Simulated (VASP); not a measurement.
# YbTl2BrO4 (P1) in VASP: single point with PBE

Aim: the single point of YbTl2BrO4 with PBE.

Everything below comes from runs of VASP 6.6.1. Logs are shortened: lines on timing, memory, paths and dates and some standing lists are left out, and cuts for length are marked.

**1. The cell of the first run**

The typed cell holds 8 atoms: a = 3.908 Å, b = 3.821 Å, c = 8.988 Å, α = 89.58°, β = 90.28°, γ = 91.41°.

**2. Single point, PBE, collinear spin, ferromagnetic start**

Input file INCAR:

```
  ALGO = Normal
  EDIFF = 1E-7
  ENCUT = 520
  GGA = PE
  ISIF = 2
  ISMEAR = 1
  ISPIN = 2
  LASPH = True
  LCHARG = True
  LELF = True
  LMAXMIX = 6
  LORBIT = 11
  LREAL = False
  LVHAR = True
  LWAVE = False
  MAGMOM = 0 0 0 0 0 0 0 -0.8
  NBANDS = 54
  NELM = 150
  PREC = Accurate
  SIGMA = 0.0931
```

Input file KPOINTS:

```
Automatic mesh
0
Gamma
  5 5 2
  0.5 0.5 0
```

Input file POSCAR:

```
YbTl2BrO4
1.0
    3.9075010000     -0.0476810000     -0.0093760000
   -0.0476810000      3.8210050000      0.0137910000
   -0.0222400000      0.0327130000      8.9879330000
Br Tl O Yb
1 2 4 1
Direct
    0.9587410000      0.0214360000      0.5152950000
    0.5271190000      0.4833100000      0.7342010000
    0.5166200000      0.4668970000      0.2861260000
    0.5226890000      0.9343190000      0.8601560000
    0.0043720000      0.4434560000      0.8614260000
    0.5249840000      0.0464330000      0.1458100000
    0.9940070000      0.5064190000      0.1486550000
    0.0209640000      0.0483270000      0.0051900000
```

Potentials or basis: VASP PAW PBE potentials, release 64 (Br, Tl_d, O, Yb).

Command:

```bash
> cat potpaw_PBE.64/Br/POTCAR potpaw_PBE.64/Tl_d/POTCAR potpaw_PBE.64/O/POTCAR potpaw_PBE.64/Yb/POTCAR > POTCAR
> mpirun -np 1 vasp_std > vasp.out
```

OUTCAR:

```text
EDIFF = 1E-7
   ENCUT = 520
   GGA = PE
   ISIF = 2
   ISMEAR = 1
   ISPIN = 2
   LASPH = True
   LORBIT = 11
   LREAL = False
   NELM = 150
   PREC = Accurate

 ion  position               nearest neighbor table
   1  0.959  0.021  0.515-   2 3.17   3 3.19   2 3.28   3 3.40   3 3.42   2 3.43
   2  0.527  0.483  0.734-   4 2.07   5 2.19   5 2.35   4 2.38   1 3.17   1 3.28   1 3.43   8 3.53
                             8 3.53   8 3.76   8 3.85   3 4.03
   3  0.517  0.467  0.286-   6 2.05   7 2.24   7 2.39   6 2.54   1 3.19   1 3.40   1 3.42   8 3.54
                             8 3.62   8 3.87   8 3.89   2 4.03
   4  0.523  0.934  0.860-   2 2.07   8 2.37   2 2.38   8 2.41
   5  0.004  0.443  0.861-   8 1.98   2 2.19   2 2.35   8 2.66
   6  0.525  0.046  0.146-   3 2.05   8 2.32   8 2.34   3 2.54
   7  0.994  0.506  0.149-   8 2.19   3 2.24   3 2.39   8 2.43
   8  0.021  0.048  0.005-   5 1.98   7 2.19   6 2.32   6 2.34   4 2.37   4 2.41   7 2.43   5 2.66
                             2 3.53   2 3.53   3 3.54   3 3.62   2 3.76   2 3.85   3 3.87   3 3.89

  LATTYP: Found a triclinic cell.
 ALAT       =     3.8213273714
 B/A-ratio  =     1.4125448270
 C/A-ratio  =     2.3520675341
 COS(alpha) =     0.0015928121
 COS(beta)  =     0.0072791105
 COS(gamma) =     0.6900705715

  Lattice vectors:

 A1 = (   0.0476810000,  -3.8210050000,  -0.0137910000)
 A2 = (  -3.8598200000,  -3.7733240000,  -0.0044150000)
 A3 = (   0.0222400000,  -0.0327130000,  -8.9879330000)

Analysis of symmetry for initial positions (statically):
=====================================================================
 Subroutine PRICEL returns:
 Original cell was already a primitive cell.

 Routine SETGRP: Setting up the symmetry group for a
 triclinic supercell.

 Subroutine GETGRP returns: Found  1 space group operations
 (whereof  1 operations were pure point group operations)
 out of a pool of  2 trial point group operations.

The static configuration has the point symmetry C_1 .

Analysis of symmetry for dynamics (positions and initial velocities):
=====================================================================
 Subroutine PRICEL returns:
 Original cell was already a primitive cell.

 Routine SETGRP: Setting up the symmetry group for a
 triclinic supercell.

 Subroutine GETGRP returns: Found  1 space group operations
 (whereof  1 operations were pure point group operations)
 out of a pool of  2 trial point group operations.

The dynamic configuration has the point symmetry C_1 .

Analysis of structural, dynamic, and magnetic symmetry:
=====================================================================
 Subroutine PRICEL returns:
 Original cell was already a primitive cell.

 Routine SETGRP: Setting up the symmetry group for a
 triclinic supercell.

 Subroutine GETGRP returns: Found  1 space group operations
 (whereof  1 operations were pure point group operations)
 out of a pool of  2 trial point group operations.

The overall configuration has the point symmetry C_1 .

 Subroutine INISYM returns: Found  1 space group operations
 (whereof  1 operations are pure point group operations),
 and found     1 'primitive' translations

----------------------------------------------------------------------------------------

                                     Primitive cell

  volume of cell :     134.1721

  direct lattice vectors                    reciprocal lattice vectors
     3.907501000 -0.047681000 -0.009376000     0.255958480  0.003191773  0.000621734
    -0.047681000  3.821005000  0.013791000     0.003191773  0.261754490 -0.000944799
    -0.022240000  0.032713000  8.987933000     0.000262112 -0.000398304  0.111262385

  length of vectors
     3.907803149  3.821327371  8.988020047     0.255979135  0.261775655  0.111263406

  position of ions in fractional coordinates (direct lattice)
     0.958741000  0.021436000  0.515295000
     0.527119000  0.483310000  0.734201000
     0.516620000  0.466897000  0.286126000
     0.522689000  0.934319000  0.860156000
     0.004372000  0.443456000  0.861426000
     0.524984000  0.046433000  0.145810000
     0.994007000  0.506419000  0.148655000
     0.020964000  0.048327000  0.005190000

  ion indices of the primitive-cell ions
   primitive index   ion index
                 1           1
                 2           2
                 3           3
                 4           4
                 5           5
                 6           6
                 7           7
                 8           8

----------------------------------------------------------------------------------------

 KPOINTS: Automatic mesh

Automatic generation of k-mesh.
 Grid dimensions read from file:
 generate k-points for:    5    5    2

 Generating k-lattice:

  Cartesian coordinates                     Fractional coordinates (reciprocal lattice)
     0.051191696  0.000638355  0.000124347     0.200000000  0.000000000  0.000000000
     0.000638355  0.052350898 -0.000188960    -0.000000000  0.200000000  0.000000000
     0.000131056 -0.000199152  0.055631192     0.000000000  0.000000000  0.500000000

  Length of vectors
     0.051195827  0.052355131  0.055631703

  Shift w.r.t. Gamma in fractional coordinates (k-lattice)
     0.500000000  0.500000000  0.000000000

 Subroutine IBZKPT returns following result:
 ===========================================

 Found     26 irreducible k-points:

 Following reciprocal coordinates:
            Coordinates               Weight
  0.100000  0.100000  0.000000      2.000000
  0.300000  0.100000  0.000000      2.000000
  0.500000  0.100000  0.000000      2.000000
 -0.300000  0.100000 -0.000000      2.000000
 -0.100000  0.100000  0.000000      2.000000
  0.100000  0.300000  0.000000      2.000000
[... 16 lines left out ...]
 -0.100000  0.300000  0.500000      2.000000
  0.100000  0.500000  0.500000      2.000000
 [... further k-points ...]
   k-points           NKPTS =     26   k-points in BZ     NKDIM =     26   number of bands    NBANDS=     54
   number of dos      NEDOS =    301   number of ions     NIONS =      8
   total plane-waves  NPLWV =  58800
   dimension x,y,z NGX =    30 NGY =   28 NGZ =   70
   dimension x,y,z NGXF=    60 NGYF=   56 NGZF=  140
   ions per type =               1   2   4   1
   NGX,Y,Z   is equivalent  to a cutoff of  12.76, 12.18, 12.95 a.u.
   NGXF,Y,Z  is equivalent  to a cutoff of  25.53, 24.36, 25.89 a.u.
 SYSTEM =  unknown system
   PREC   = accura    normal or accurate (medium, high low for compatibility)
   ISTART =      0    job   : 0-new  1-cont  2-samecut
   ICHARG =      2    charge: 1-file 2-atom 10-const
   ISPIN  =      2    spin polarized calculation?
   LNONCOLLINEAR =      F non collinear calculations
   LSORBIT =      F    spin-orbit coupling
   LASPH  =      T    aspherical Exc in radial PAW
   ENCUT  =  520.0 eV  38.22 Ry    6.18 a.u.   7.27  7.11 16.71*2*pi/ulx,y,z
   NELM   =    150;   NELMIN=  2; NELMDL= -5     # of ELM steps
   EDIFF  = 0.1E-06   stopping-criterion for ELM
   LREAL  =      F    real-space projection
   EDIFFG = 0.1E-05   stopping-criterion for IOM
   NSW    =      0    number of steps for IOM
   IBRION =     -1    ionic relax: 0-MD 1-quasi-New 2-CG
   NFREE  =      0    steps in history (QN), initial steepest desc. (CG)
   ISIF   =      2    stress and relaxation
   ISYM   =      2    0-nonsym 1-usesym 2-fastsym
   POTIM  = 0.5000    time-step for ionic-motion
   TEBEG  =    0.0;   TEEND  =   0.0 temperature during run
   PSTRESS=    0.0 pullay stress
   NELECT =      81.0000    total number of electrons
   NUPDOWN=      -1.0000    fix difference up-down
   EMIN   =  10.00;   EMAX   =-10.00  energy-range for DOS
   EFERMI =   0.00;   METHOD = LEGACY
   ISMEAR =     1;   SIGMA  =   0.09  broadening in eV -4-tet -1-fermi 0-gaus
   EFERMI_NEDOS =   21; number of points for ismear=-14 and -15
   IALGO  =     38    algorithm
   IMIX   =      4    mixing-type and parameters
     AMIX     =   0.40;   BMIX     =  1.00
     AMIX_MAG =   1.60;   BMIX_MAG =  1.00
  volume/ion in A,a.u.               =      16.77       113.18
  Fermi-wavevector in a.u.,A,eV,Ry     =   1.383617  2.614656 26.046924  1.914395
  Thomas-Fermi vector in A             =   2.508198
   LORBIT       =     11    0 simple, 1 ext, 2 COOP (PROOUT), +10 PAW based schemes
   GGA     = PE    functional components
   LHFCALC =     F    Hartree Fock is set to
   AEXX    =    0.0000 exact exchange contribution
   IVDW    =     0    specifies the selected vdW correction
   LEPSILON=     F    determine dielectric tensor
   LRPA    =     F    only Hartree local field effects (RPA)
 spin polarized calculation
 Methfessel and Paxton  Order N= 1 SIGMA  =   0.09
  energy-cutoff  :      520.00
  volume of cell :      134.17
 maximum number of plane-waves:      3631
 NGX is ok and might be reduce to    30
   NGX = 15   NGY = 15   NGZ = 33

 number of electron      80.9999992 magnetization      -1.3460594

 Free energy of the ion-electron system (eV)
  ---------------------------------------------------
  ext. energy  EPLUGINS =         0.00000000
  ---------------------------------------------------
  free energy    TOTEN  =       -37.42879118 eV

  energy without entropy =      -37.42708248  energy(sigma->0) =      -37.42822162

 E-fermi :   3.4475     XC(G=0): -10.4420

 val. band max:        3.4430537261   @ k =   0.3000   0.1000   0.5000
 cond. band min:       3.4659183480   @ k =   0.3000   0.5000   0.0000
 fundamental gap:      0.0228646219
 Fermi energy:         3.4474653685

 spin component 1

 k-point     1 :       0.1000    0.1000    0.0000
  band No.  band energies     occupation
      1     -47.0474      1.00000
      2     -19.5950      1.00000
      3     -19.2204      1.00000
      4     -19.0882      1.00000
      5     -14.1401      1.00000
      6     -13.3904      1.00000
[... 44 lines left out ...]
     51      11.8933      0.00000
     52      12.4282      0.00000
[... 1263 lines left out ...]
     51      11.9129      0.00000
     52      12.4563      0.00000

 [... further k-points ...]

 spin component 2

 k-point     1 :       0.1000    0.1000    0.0000
  band No.  band energies     occupation
      1     -47.3910      1.00000
      2     -19.8415      1.00000
      3     -19.4328      1.00000
      4     -19.2919      1.00000
      5     -14.3225      1.00000
      6     -13.5707      1.00000
[... 44 lines left out ...]
     51      11.8681      0.00000
     52      12.4007      0.00000
[... 1263 lines left out ...]
     51      11.8715      0.00000
     52      12.4088      0.00000

 [... further k-points ...]

 [bands above 52 left out]

------------------------ aborting loop because EDIFF is reached ----------------------------------------

  FORCE on cell =-STRESS in cart. coord.  units (eV):
  Direction    XX          YY          ZZ          XY          YZ          ZX
  --------------------------------------------------------------------------------------
  -------------------------------------------------------------------------------------
  Total        4.1638916      9.5349201      4.1589028      0.5872824      1.2137753      0.3519473
  in kB       49.7219086    113.8584938     49.6623360      7.0128635     14.4939474      4.2026767
  external PRESSURE =      71.0809128 kB  Pullay stress =       0.0000000 kB

 VOLUME and BASIS-vectors are now :
 -----------------------------------------------------------------------------
  energy-cutoff  :      520.00
  volume of cell :      134.17
      direct lattice vectors                 reciprocal lattice vectors
     3.907501000 -0.047681000 -0.009376000     0.255958480  0.003191773  0.000621734
    -0.047681000  3.821005000  0.013791000     0.003191773  0.261754490 -0.000944799
    -0.022240000  0.032713000  8.987933000     0.000262112 -0.000398304  0.111262385

 POSITION                                       TOTAL-FORCE (eV/Angst)
 -----------------------------------------------------------------------------------
      3.73380      0.05305      4.62274        -0.025594      0.017018     -0.153026
      2.02034      1.84561      6.60067        -0.482759     -1.288786     -0.042618
      1.99007      1.76874      2.57328        -0.370420      1.876650     -0.072027
      1.97873      3.57325      7.73901        -0.340119      1.695820     -0.018725
     -0.02322      1.72242      7.74851         0.754966      2.180766     -1.890705
      2.04592      0.15716      1.30625        -0.429355     -1.984120     -0.368145
      3.85663      1.89250      1.33377         0.891478      1.082488      1.054551
      0.07950      0.18383      0.04712         0.001804     -3.579836      1.490695
 -----------------------------------------------------------------------------------
    total drift:                                0.000287     -0.000116     -0.000744

  FREE ENERGIE OF THE ION-ELECTRON SYSTEM (eV)
  ---------------------------------------------------
  free  energy   TOTEN  =       -37.4287911819 eV

  energy  without entropy=      -37.4270824847  energy(sigma->0) =      -37.42822162

 total charge

# of ion       s       p       d       f       tot
--------------------------------------------------
    1        1.625   3.182   0.010   0.000   4.817
    2        0.869   0.453   9.791   0.000  11.114
    3        0.907   0.424   9.776   0.000  11.107
    4        1.582   3.378   0.000   0.000   4.960
    5        1.587   3.423   0.000   0.000   5.010
    6        1.584   3.383   0.000   0.000   4.967
    7        1.585   3.360   0.000   0.000   4.945
    8        2.156   6.142   0.642  13.213  22.153
--------------------------------------------------
tot         11.896  23.744  20.220  13.213  69.073

 magnetization (x)

# of ion       s       p       d       f       tot
--------------------------------------------------
    1        0.000   0.005  -0.000   0.000   0.005
    2        0.008   0.001  -0.005   0.000   0.004
    3        0.010   0.002  -0.005   0.000   0.007
    4       -0.001  -0.079   0.000   0.000  -0.080
    5       -0.002  -0.128   0.000   0.000  -0.130
    6       -0.002  -0.106   0.000   0.000  -0.107
    7       -0.003  -0.162   0.000   0.000  -0.164
    8        0.000   0.004  -0.000  -0.799  -0.795
--------------------------------------------------
tot          0.010  -0.462  -0.010  -0.799  -1.261
```

Wall time 18 min (1 thread of Intel Xeon 6975P-C (Granite Rapids), shared host); peak memory 0.5 GiB.

What came out:

```yaml
Free_energy: -37.4288 eV
Pressure: 7.1 GPa
Largest_force: 3.878 eV/Å
Net_moment: -1.35 μB per cell
Site_moments: Br +0.01; Tl +0.00, +0.01; O -0.08, -0.13, -0.11, -0.16; Yb -0.80 μB
Valence_electrons_inside_the_program's_atomic_spheres: Br 4.82; Tl 11.11; O 4.96, 5.01, 4.97, 4.95; Yb 22.15
```

Forces on the atoms (eV/Å):
```
Br  -0.026  0.017 -0.153
Tl  -0.483 -1.289 -0.043
Tl  -0.370  1.877 -0.072
O   -0.340  1.696 -0.019
O    0.755  2.181 -1.891
O   -0.429 -1.984 -0.368
O    0.891  1.082  1.055
Yb   0.002 -3.580  1.491
```

Caveat: the cell stands under pressure; spin-orbit coupling is left out, which moves the levels of the heavy elements; forces of over 1 eV/Å act on the atoms, so gaps and moduli don't describe the material at rest.
